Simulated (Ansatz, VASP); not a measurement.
Mg: VASP beside Ansatz

```
Mg
1.0
     3.19531    0.00000    0.00000
    -1.59766    2.76722    0.00000
     0.00000    0.00000    5.18794
Mg
2
Direct
  0.33333 0.66667 0.25000
  0.66667 0.33333 0.75000
```

Alike in both runs: task single point; functional PBE; k mesh 11 × 11 × 6; occupations fermi-dirac, width 0.1 eV; no spin polarisation.

|  | VASP | Ansatz |
| --- | --- | --- |
| version | VASP 6.6.1 | Ansatz 0.2.0 |
| potentials or method | VASP PAW PBE potentials, release 64 (Mg), cutoff 520 eV | plane waves (500 eV) with PAW, scalar-relativistic |
| valence electrons in the cell | 4 | 20 |

|  | VASP | Ansatz | Ansatz less VASP |
| --- | --- | --- | --- |
| pressure (GPa) | -0.1 | 0.0 | +0.13 |

VASP's potentials hold 4 valence electrons a cell and Ansatz's 20, so a difference there can come from the potentials and not from the codes.
